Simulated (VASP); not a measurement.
Input of a VASP 6.6.1 run:

Contents of INCAR:

```
PREC = Accurate ; ENCUT = 520
EDIFF = 1E-7 ; ISMEAR = 0
SIGMA = 0.01 ; LREAL = F
LASPH = T ; NELM = 60
ALGO = Normal ; ISIF = 2
LWAVE = F ; LCHARG = F
GGA = PS ; NBANDS = 11
```

Contents of KPOINTS:

```
Automatic mesh
0
Gamma
  8 8 8
```

POSCAR

```
MgS
1.0
    0.0000000000      2.5254140529      2.5254140529
    2.5254140529      0.0000000000      2.5254140529
    2.5254140529      2.5254140529      0.0000000000
Mg S
1 1
Direct
    0.0000000000      0.0000000000      0.0000000000
    0.5000000000      0.5000000000      0.5000000000
```

Potentials or basis: VASP PAW PBE potentials, release 64 (Mg, S).

Run with:

```bash
$ cat potpaw_PBE.64/Mg/POTCAR potpaw_PBE.64/S/POTCAR > POTCAR
$ mpirun -np 1 vasp_std > vasp.out
```

Estimate the band gap on the k mesh.

2.88 eV, indirect (least direct gap 4.33 eV).

Predict the pressure.

6.9 GPa.

Caveat: the PAW data sets were made with another functional, which shifts forces and pressure a little. A k mesh can miss the band edges.
